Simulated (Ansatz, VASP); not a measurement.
## BeS: VASP beside Ansatz

Contents of INCAR:

```
SYSTEM = BeS
PREC = Accurate
ENCUT = 520
EDIFF = 1E-6
ISMEAR = 0
SIGMA = 0.05
LREAL = .FALSE.
LASPH = .TRUE.
NELM = 80
ALGO = Normal
ISIF = 2
LWAVE = .FALSE.
LCHARG = .FALSE.
GGA = PS
NBANDS = 11
```

Contents of KPOINTS:

```
Automatic mesh
0
G
  10 10 10
  0 0 0
```

File POSCAR:

```
BeS
1.0
    0.0000000000      2.4777077447      2.3612958588
    2.3612958588      0.0000000000      2.3612958588
    2.3612958588      2.4777077447      0.0000000000
Be S
1 1
Direct
    0.0000000000      0.0000000000      0.0000000000
    0.7500000000      0.7500000000      0.7500000000
```

Input for Ansatz:

```yaml
crystal:
  lattice:
    - [0.0, 2.4777077447, 2.3612958588]
    - [2.3612958588, 0.0, 2.3612958588]
    - [2.3612958588, 2.4777077447, 0.0]
  atoms:
    - { symbol: Be, position: [0.0, 0.0, 0.0] }
    - { symbol: S, position: [0.75, 0.75, 0.75] }
basis:
  ecutwfc: 520.0
kpoints:
  mp_grid: { grid: [10, 10, 10] }
hamiltonian:
  xc: pbesol
scf:
  occupations: { method: gaussian, width: 0.05 }
output:
  forces: true
  stress: true
  eigenvalues: true
  write_density: true
  write_potential: true
  elf: true
  volumetric_format: npy
```

Alike in both runs: task single point; functional PBEsol; k mesh 10 × 10 × 10; occupations gaussian, width 0.05 eV; no spin polarisation.

```csv
,VASP,Ansatz
version,VASP 6.6.1,Ansatz 0.2.0
potentials or method,"VASP PAW PBE potentials, release 64 (Be, S), cutoff 520 eV","scalar-relativistic, plane waves, PAW"
valence electrons in the cell,8,8
```

Ansatz gave:

* gap on the k mesh at the Fermi level (eV): 2.63
* least direct gap on the mesh (eV): 5.47
* pressure (GPa): 2.4
* traceless stress, the component that is largest in VASP (GPa): -3.37

Question: Estimate VASP's values.

Answer: gap on the k mesh at the Fermi level (eV): 2.63; least direct gap on the mesh (eV): 5.49; pressure (GPa): 2.6; traceless stress, the component that is largest in VASP (GPa): -3.35.

VASP's potentials were made for PBE, not for PBEsol. With one functional, cell and mesh, what is left measures potentials, basis and numerics.
